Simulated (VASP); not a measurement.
# BAs (F-43m) in VASP: a series of runs

The runs below take BAs through single point, relaxation of cell and atoms, with LDA.

Program: VASP 6.6.1. These are calculated values, not measurements. Logs are shortened: lines on timing, memory, paths and dates and some standing lists are left out, and cuts for length are marked.

**1. The cell of the first run**

It takes space group F-43m (No. 216, cubic). The conventional cell has a = 4.733 Å, b = 4.733 Å, c = 4.733 Å, α = 90.00°, β = 90.00°, γ = 90.00°. Within 2.7 Å of B (site symmetry -43m) lie 4 As at 2.05 Å. As (site symmetry -43m) has 4 B at 2.05 Å within 2.7 Å.

**2. Single point, LDA**

The input, INCAR:

```
SYSTEM = BAs
ALGO = Normal ; EDIFF = 1E-6
ENCUT = 520 ; ISIF = 2
ISMEAR = 0 ; LASPH = .TRUE.
LCHARG = .FALSE. ; LREAL = .FALSE.
LWAVE = .FALSE. ; NBANDS = 11
NELM = 80 ; PREC = Accurate
SIGMA = 0.02
```

The input, KPOINTS:

```
k-points
0
G
  10 10 10
  0 0 0
```

The input, POSCAR:

```
BAs
1.0
    0.0000000000      2.3662690287      2.3662690287
    2.3662690287      0.0000000000      2.3662690287
    2.3662690287      2.3662690287      0.0000000000
B As
1 1
Direct
    0.0000000000      0.0000000000      0.0000000000
    0.2500000000      0.2500000000      0.2500000000
```

Potentials or basis: VASP PAW LDA potentials, release 64 (B, As).

Started as:

```bash
$ cat potpaw_LDA.64/B/POTCAR potpaw_LDA.64/As/POTCAR > POTCAR
$ mpirun -np 1 vasp_std > vasp.out
```

OUTCAR:

```text
SYSTEM = BAs
   EDIFF = 1E-6
   ENCUT = 520
   ISIF = 2
   ISMEAR = 0
   LASPH = .TRUE.
   LREAL = .FALSE.
   NELM = 80
   PREC = Accurate

 ion  position               nearest neighbor table
   1  0.000  0.000  0.000-   2 2.05   2 2.05   2 2.05   2 2.05
   2  0.250  0.250  0.250-   1 2.05   1 2.05   1 2.05   1 2.05

  LATTYP: Found a face centered cubic cell.
 ALAT       =     4.7325380574

  Lattice vectors:

 A1 = (   0.0000000000,   2.3662690287,   2.3662690287)
 A2 = (   2.3662690287,   0.0000000000,   2.3662690287)
 A3 = (   2.3662690287,   2.3662690287,   0.0000000000)

Analysis of symmetry for initial positions (statically):
=====================================================================
 Subroutine PRICEL returns:
 Original cell was already a primitive cell.

 Routine SETGRP: Setting up the symmetry group for a
 face centered cubic supercell.

 Subroutine GETGRP returns: Found 24 space group operations
 (whereof 24 operations were pure point group operations)
 out of a pool of 48 trial point group operations.

The static configuration has the point symmetry T_d .

Analysis of symmetry for dynamics (positions and initial velocities):
=====================================================================
 Subroutine PRICEL returns:
 Original cell was already a primitive cell.

 Routine SETGRP: Setting up the symmetry group for a
 face centered cubic supercell.

 Subroutine GETGRP returns: Found 24 space group operations
 (whereof 24 operations were pure point group operations)
 out of a pool of 48 trial point group operations.

The dynamic configuration has the point symmetry T_d .

 Subroutine INISYM returns: Found 24 space group operations
 (whereof 24 operations are pure point group operations),
 and found     1 'primitive' translations

----------------------------------------------------------------------------------------

                                     Primitive cell

  volume of cell :      26.4986

  direct lattice vectors                    reciprocal lattice vectors
     0.000000000  2.366269029  2.366269029    -0.211303108  0.211303108  0.211303108
     2.366269029  0.000000000  2.366269029     0.211303108 -0.211303108  0.211303108
     2.366269029  2.366269029  0.000000000     0.211303108  0.211303108 -0.211303108

  length of vectors
     3.346409753  3.346409753  3.346409753     0.365987719  0.365987719  0.365987719

  position of ions in fractional coordinates (direct lattice)
     0.000000000  0.000000000  0.000000000
     0.250000000  0.250000000  0.250000000

  ion indices of the primitive-cell ions
   primitive index   ion index
                 1           1
                 2           2

----------------------------------------------------------------------------------------

 KPOINTS: k-points

Automatic generation of k-mesh.
 Grid dimensions read from file:
 generate k-points for:   10   10   10

 Generating k-lattice:

  Cartesian coordinates                     Fractional coordinates (reciprocal lattice)
    -0.021130311  0.021130311  0.021130311     0.100000000  0.000000000  0.000000000
     0.021130311 -0.021130311  0.021130311     0.000000000  0.100000000  0.000000000
     0.021130311  0.021130311 -0.021130311     0.000000000  0.000000000  0.100000000

  Length of vectors
     0.036598772  0.036598772  0.036598772

  Shift w.r.t. Gamma in fractional coordinates (k-lattice)
     0.000000000  0.000000000  0.000000000

 Subroutine IBZKPT returns following result:
 ===========================================

 Found     47 irreducible k-points:

 Following reciprocal coordinates:
            Coordinates               Weight
  0.000000  0.000000  0.000000      1.000000
  0.100000  0.000000  0.000000      8.000000
  0.200000  0.000000  0.000000      8.000000
  0.300000  0.000000  0.000000      8.000000
  0.400000  0.000000  0.000000      8.000000
  0.500000  0.000000  0.000000      4.000000
[... 16 lines left out ...]
  0.300000  0.300000  0.000000      6.000000
  0.400000  0.300000  0.000000     24.000000
 [... further k-points ...]
   k-points           NKPTS =     47   k-points in BZ     NKDIM =     47   number of bands    NBANDS=     11
   number of dos      NEDOS =    301   number of ions     NIONS =      2
   total plane-waves  NPLWV =  21952
   dimension x,y,z NGX =    28 NGY =   28 NGZ =   28
   dimension x,y,z NGXF=    56 NGYF=   56 NGZF=   56
   ions per type =               1   1
   NGX,Y,Z   is equivalent  to a cutoff of  13.91, 13.91, 13.91 a.u.
   NGXF,Y,Z  is equivalent  to a cutoff of  27.82, 27.82, 27.82 a.u.
 SYSTEM =  BAs
   PREC   = accura    normal or accurate (medium, high low for compatibility)
   ISTART =      0    job   : 0-new  1-cont  2-samecut
   ICHARG =      2    charge: 1-file 2-atom 10-const
   ISPIN  =      1    spin polarized calculation?
   LNONCOLLINEAR =      F non collinear calculations
   LSORBIT =      F    spin-orbit coupling
   LASPH  =      T    aspherical Exc in radial PAW
   ENCUT  =  520.0 eV  38.22 Ry    6.18 a.u.   6.22  6.22  6.22*2*pi/ulx,y,z
   NELM   =     80;   NELMIN=  2; NELMDL= -5     # of ELM steps
   EDIFF  = 0.1E-05   stopping-criterion for ELM
   LREAL  =      F    real-space projection
   EDIFFG = 0.1E-04   stopping-criterion for IOM
   NSW    =      0    number of steps for IOM
   IBRION =     -1    ionic relax: 0-MD 1-quasi-New 2-CG
   NFREE  =      0    steps in history (QN), initial steepest desc. (CG)
   ISIF   =      2    stress and relaxation
   ISYM   =      2    0-nonsym 1-usesym 2-fastsym
   POTIM  = 0.5000    time-step for ionic-motion
   TEBEG  =    0.0;   TEEND  =   0.0 temperature during run
   PSTRESS=    0.0 pullay stress
   NELECT =       8.0000    total number of electrons
   NUPDOWN=      -1.0000    fix difference up-down
   EMIN   =  10.00;   EMAX   =-10.00  energy-range for DOS
   EFERMI =   0.00;   METHOD = LEGACY
   ISMEAR =     0;   SIGMA  =   0.02  broadening in eV -4-tet -1-fermi 0-gaus
   EFERMI_NEDOS =   21; number of points for ismear=-14 and -15
   IALGO  =     38    algorithm
   IMIX   =      4    mixing-type and parameters
     AMIX     =   0.40;   BMIX     =  1.00
     AMIX_MAG =   1.60;   BMIX_MAG =  1.00
  volume/ion in A,a.u.               =      13.25        89.41
  Fermi-wavevector in a.u.,A,eV,Ry     =   1.098240  2.075373 16.410419  1.206132
  Thomas-Fermi vector in A             =   2.234614
   LORBIT       =      0    0 simple, 1 ext, 2 COOP (PROOUT), +10 PAW based schemes
   GGA     = CA    functional components
   LHFCALC =     F    Hartree Fock is set to
   AEXX    =    0.0000 exact exchange contribution
   IVDW    =     0    specifies the selected vdW correction
   LEPSILON=     F    determine dielectric tensor
   LRPA    =     F    only Hartree local field effects (RPA)
 non-spin polarized calculation
 Gauss-broadening in eV      SIGMA  =   0.02
  energy-cutoff  :      520.00
  volume of cell :       26.50
 maximum number of plane-waves:       728
 NGX is ok and might be reduce to    28
   NGX = 13   NGY = 13   NGZ = 13

 number of electron       8.0000000 magnetization

 Free energy of the ion-electron system (eV)
  ---------------------------------------------------
  ext. energy  EPLUGINS =         0.00000000
  ---------------------------------------------------
  free energy    TOTEN  =       -12.92600738 eV

  energy without entropy =      -12.92600738  energy(sigma->0) =      -12.92600738

 E-fermi :   6.5646     XC(G=0): -10.9012

 val. band max:        6.4771528973   @ k =   0.0000   0.0000   0.0000
 cond. band min:       7.5742288704   @ k =   0.4000   0.4000   0.0000
 fundamental gap:      1.0970759731
 Fermi energy:         6.5645666106

 k-point     1 :       0.0000    0.0000    0.0000
  band No.  band energies     occupation
      1      -9.1566      2.00000
      2       6.4772      2.00000
      3       6.4772      2.00000
      4       6.4772      2.00000
      5       9.7631      0.00000
      6       9.7631      0.00000
      7       9.7631      0.00000
      8      11.5308      0.00000
      9      15.9763      0.00000
     10      19.6274      0.00000
     11      19.6274      0.00000

 k-point     2 :       0.1000    0.0000    0.0000
  band No.  band energies     occupation
      1      -8.9886      2.00000
      2       5.0719      2.00000
      3       6.1659      2.00000
      4       6.1659      2.00000
      5       9.9595      0.00000
      6      10.1710      0.00000
      7      10.1710      0.00000
      8      12.3299      0.00000
      9      16.6407      0.00000
     10      18.4604      0.00000
     11      18.4604      0.00000

 k-point     3 :       0.2000    0.0000    0.0000
  band No.  band energies     occupation
      1      -8.4928      2.00000
      2       2.6677      2.00000
      3       5.5763      2.00000
      4       5.5763      2.00000
      5       9.8016      0.00000
      6      10.8997      0.00000
      7      10.8997      0.00000
      8      13.8314      0.00000
      9      17.6618      0.00000
     10      17.7129      0.00000
     11      17.7129      0.00000

 k-point     4 :       0.3000    0.0000    0.0000
  band No.  band energies     occupation
      1      -7.7048      2.00000
      2       0.3282      2.00000
      3       5.0572      2.00000
      4       5.0572      2.00000
      5       9.5592      0.00000
      6      11.2946      0.00000
      7      11.2946      0.00000
      8      14.9524      0.00000
      9      17.8188      0.00000
     10      18.1740      0.00000
     11      18.1740      0.00000
[... 239 lines left out ...]
 k-point    22 :      -0.2000    0.2000    0.0000
  band No.  band energies     occupation
      1      -7.4355      2.00000
      2       0.9630      2.00000
      3       2.2874      2.00000
      4       5.1525      2.00000
      5      10.4819      0.00000
      6      11.6366      0.00000
      7      12.5408      0.00000
      8      13.5533      0.00000
      9      16.3966      0.00000
     10      19.1051      0.00000
     11      20.8081      0.00000

 k-point    23 :       0.3000    0.3000    0.0000
  band No.  band energies     occupation
      1      -7.1965      2.00000
      2       1.2761      2.00000
      3       3.1962      2.00000
      4       3.1962      2.00000
      5       7.8076      0.00000
      6      10.0889      0.00000
      7      15.0340      0.00000
      8      15.0340      0.00000
      9      17.6318      0.00000
     10      21.6546      0.00000
     11      21.8059      0.00000

 k-point    24 :       0.4000    0.3000    0.0000
  band No.  band energies     occupation
      1      -6.4506      2.00000
      2       0.0029      2.00000
      3       2.3845      2.00000
      4       2.8924      2.00000
      5       8.1110      0.00000
      6       9.8222      0.00000
      7      15.4372      0.00000
      8      15.6516      0.00000
      9      18.6186      0.00000
     10      22.4776      0.00000
     11      22.5692      0.00000

 [... further k-points ...]

------------------------ aborting loop because EDIFF is reached ----------------------------------------

  FORCE on cell =-STRESS in cart. coord.  units (eV):
  Direction    XX          YY          ZZ          XY          YZ          ZX
  --------------------------------------------------------------------------------------
  -------------------------------------------------------------------------------------
  Total        0.1525501      0.1525501      0.1525501      0.0000000      0.0000000      0.0000000
  in kB        9.2236066      9.2236066      9.2236066      0.0000000      0.0000000      0.0000000
  external PRESSURE =       9.2236066 kB  Pullay stress =       0.0000000 kB

 VOLUME and BASIS-vectors are now :
 -----------------------------------------------------------------------------
  energy-cutoff  :      520.00
  volume of cell :       26.50
      direct lattice vectors                 reciprocal lattice vectors
     0.000000000  2.366269029  2.366269029    -0.211303108  0.211303108  0.211303108
     2.366269029  0.000000000  2.366269029     0.211303108 -0.211303108  0.211303108
     2.366269029  2.366269029  0.000000000     0.211303108  0.211303108 -0.211303108

 POSITION                                       TOTAL-FORCE (eV/Angst)
 -----------------------------------------------------------------------------------
      0.00000      0.00000      0.00000         0.000000      0.000000      0.000000
      1.18313      1.18313      1.18313        -0.000000     -0.000000     -0.000000
 -----------------------------------------------------------------------------------
    total drift:                               -0.000000     -0.000000     -0.000000

  FREE ENERGIE OF THE ION-ELECTRON SYSTEM (eV)
  ---------------------------------------------------
  free  energy   TOTEN  =       -12.9260073815 eV

  energy  without entropy=      -12.9260073815  energy(sigma->0) =      -12.92600738
```

Wall time 15 s (1 thread of AMD EPYC 7R43 (Zen 3), shared host); peak memory 0.11 GiB.

What came out:

- Free energy: -12.9260 eV
- Pressure: 0.9 GPa
- Band gap on the k mesh: 1.10 eV, indirect (least direct gap 3.29 eV)

Levels at points of the mesh, in eV from the valence-band top:
| k point | band 1 | band 2 | band 3 | band 4 | band 5 | band 6 | band 7 | band 8 |
| --- | --- | --- | --- | --- | --- | --- | --- | --- |
| (0.00, 0.00, 0.00) | -15.63 | 0.00 | 0.00 | 0.00 | 3.29 | 3.29 | 3.29 | 5.05 |
| (0.50, 0.00, 0.00) | -12.67 | -8.96 | -1.87 | -1.87 | 2.86 | 4.78 | 4.78 | 8.75 |
| (0.50, 0.50, 0.00) | -11.35 | -8.58 | -4.19 | -4.19 | 1.32 | 1.38 | 11.50 | 11.50 |

**3. Relaxation of cell and atoms, LDA**

This run uses another cell than the first one, of 13.90 Å³/atom, 1.049 times its volume.

The input, INCAR:

```
SYSTEM = BAs
ALGO     = Normal         ! electronic algorithm
EDIFF    = 1E-6           ! SCF threshold, eV
EDIFFG   = -0.005         ! ionic threshold
ENCUT    = 600            ! plane-wave cutoff, eV
GGA      = CA             ! functional
IBRION   = 2              ! ionic algorithm
ISIF     = 3              ! what is computed and relaxed
ISMEAR   = 0              ! smearing method
LASPH    = .True.         ! aspherical terms in the spheres
LCHARG   = .False.        ! write CHGCAR
LREAL    = .False.        ! projectors in reciprocal space
LWAVE    = .False.        ! write WAVECAR
NELM     = 60             ! most SCF steps
NSW      = 70             ! ionic steps
PREC     = Accurate       ! precision mode
SIGMA    = 0.02           ! smearing width, eV
```

The input, KPOINTS:

```
k-points
0
Gamma
  10 10 10
  0 0 0
```

The input, POSCAR:

```
BAs
1.0
    0.0000000000      2.4044111665      2.4044111665
    2.4044111665      0.0000000000      2.4044111665
    2.4044111665      2.4044111665      0.0000000000
B As
1 1
Direct
    0.0000000000      0.0000000000      0.0000000000
    0.2500000000      0.2500000000      0.2500000000
```

Potentials or basis: VASP PAW LDA potentials, release 64 (B, As).

Started as:

```bash
$ cat potpaw_LDA.64/B/POTCAR potpaw_LDA.64/As/POTCAR > POTCAR
$ mpirun -np 1 vasp_std > vasp.out
```

Wall time 25 s (1 thread of AMD EPYC 7R43 (Zen 3), shared host); peak memory 0.12 GiB.

Results (log left out):

| Quantity | Value |
| --- | --- |
| Free energy | -12.9276 eV |
| Relaxed volume | 13.33 Å³/atom |
| Relaxed cell | a = 3.353 Å, b = 3.353 Å, c = 3.353 Å, α = 60.00°, β = 60.00°, γ = 60.00° |
| Space group after relaxing (to 0.05 Å) | F-43m (No. 216) |
| Energy gained by relaxing | 10.4 meV/atom |
| Ionic steps | 3 |
| Pressure after relaxing | 0.0 GPa |
| Band gap on the k mesh | 1.10 eV, indirect (least direct gap 3.28 eV) |

The path:
| step | energy change (eV) | largest force (eV/Å) | pressure (GPa) | volume (Å³) |
| --- | --- | --- | --- | --- |
| 1 | 0.0000 | 0.0000 | -5.67 | 27.80 |
| 2 | -0.0095 | 0.0000 | 4.74 | 25.87 |
| 3 | -0.0209 | 0.0000 | -0.02 | 26.67 |

Final structure:
```cif
data_structure
_symmetry_space_group_name_H-M 'P 1'
_symmetry_Int_Tables_number 1
_cell_length_a 3.3534
_cell_length_b 3.3534
_cell_length_c 3.3534
_cell_angle_alpha 60.000
_cell_angle_beta 60.000
_cell_angle_gamma 60.000
_cell_volume 26.67
loop_
_atom_site_label
_atom_site_type_symbol
_atom_site_fract_x
_atom_site_fract_y
_atom_site_fract_z
_atom_site_occupancy
B1 B 0.00000 0.00000 0.00000 1
As1 As 0.25000 0.25000 0.25000 1
```

Levels at points of the mesh, in eV from the valence-band top:
```csv
k point,band 1,band 2,band 3,band 4,band 5,band 6,band 7,band 8
"(0.00, 0.00, 0.00)",-15.58,0.00,0.00,0.00,3.28,3.28,3.28,4.97
"(0.50, 0.00, 0.00)",-12.64,-8.92,-1.85,-1.85,2.82,4.78,4.78,8.74
"(0.50, 0.50, 0.00)",-11.33,-8.55,-4.17,-4.17,1.32,1.39,11.44,11.44
```

A k mesh can miss the band edges. Zero-point motion and thermal expansion aren't in these numbers.

**4. Single point, LDA**

The input, INCAR:

```
SYSTEM = BAs
ALGO = Normal ; EDIFF = 1E-6
ENCUT = 600 ; GGA_COMPAT = .FALSE.
ISIF = 2 ; ISMEAR = 0
LASPH = .TRUE. ; LCHARG = .FALSE.
LREAL = .FALSE. ; LWAVE = .FALSE.
NBANDS = 16 ; NELM = 120
PREC = Accurate ; SIGMA = 0.02
```

The input, KPOINTS:

```
k-points
0
G
  10 10 10
  0 0 0
```

The input, POSCAR:

```
BAs
1.0
    0.0000000000      2.3662690287      2.3662690287
    2.3662690287      0.0000000000      2.3662690287
    2.3662690287      2.3662690287      0.0000000000
B As
1 1
Direct
    0.0000000000      0.0000000000      0.0000000000
    0.2500000000      0.2500000000      0.2500000000
```

Potentials or basis: VASP PAW LDA potentials, release 64 (B, As_d).

Started as:

```bash
$ cat potpaw_LDA.64/B/POTCAR potpaw_LDA.64/As_d/POTCAR > POTCAR
$ mpirun -np 1 vasp_std > vasp.out
```

Run time: 13 s. Hardware: 1 thread of AMD EPYC 9R45 (Zen 5), shared host; peak memory 0.12 GiB.

Results (log left out):

| Property | Result |
| --- | --- |
| Free energy | -12.9428 eV |
| Pressure | 1.0 GPa |
| Band gap on the k mesh | 1.10 eV, indirect (least direct gap 3.29 eV) |

Levels at points of the mesh, in eV from the valence-band top:
| k point | band 6 | band 7 | band 8 | band 9 | band 10 | band 11 | band 12 | band 13 |
| --- | --- | --- | --- | --- | --- | --- | --- | --- |
| (0.00, 0.00, 0.00) | -15.63 | 0.00 | 0.00 | 0.00 | 3.29 | 3.29 | 3.29 | 5.04 |
| (0.50, 0.00, 0.00) | -12.68 | -8.95 | -1.86 | -1.86 | 2.86 | 4.79 | 4.79 | 8.77 |
| (0.50, 0.50, 0.00) | -11.36 | -8.57 | -4.19 | -4.19 | 1.32 | 1.39 | 11.53 | 11.53 |

A k mesh can miss the band edges. Expect the measured gap to be larger: semilocal functionals such as LDA lack the derivative discontinuity.

(Part 1 of 2 ends here.)
